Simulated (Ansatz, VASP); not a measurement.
## Two plane-wave programs on KCl

```
K Cl
1.0
     3.88972    0.00000    0.00000
     0.00000    3.88972    0.00000
     0.00000    0.00000    3.88972
K Cl
1 1
Direct
  0.00000 0.00000 0.00000
  0.50000 0.50000 0.50000
```

Alike in both runs: task single point; functional HSE06; k mesh 4 × 4 × 4; occupations fermi-dirac, width 0.05 eV; no spin polarisation.

|  | VASP | Ansatz |
| --- | --- | --- |
| version | VASP 6.6.1 | Ansatz 0.2.0 |
| potentials or method | VASP PAW PBE potentials, release 64 (K_sv, Cl) | Ansatz PAW |
| plane-wave cutoff (eV) | 520 | 420 |
| valence electrons in the cell | 16 | 16 |

```csv
,VASP,Ansatz,Ansatz less VASP
gap on the k mesh at the Fermi level (eV),5.95,5.95,+0.001
least direct gap on the mesh (eV),6.16,6.16,0.000
pressure (GPa),-1.1,-1.1,0.00
```

With one functional, cell and mesh, what is left measures potentials, basis and numerics.
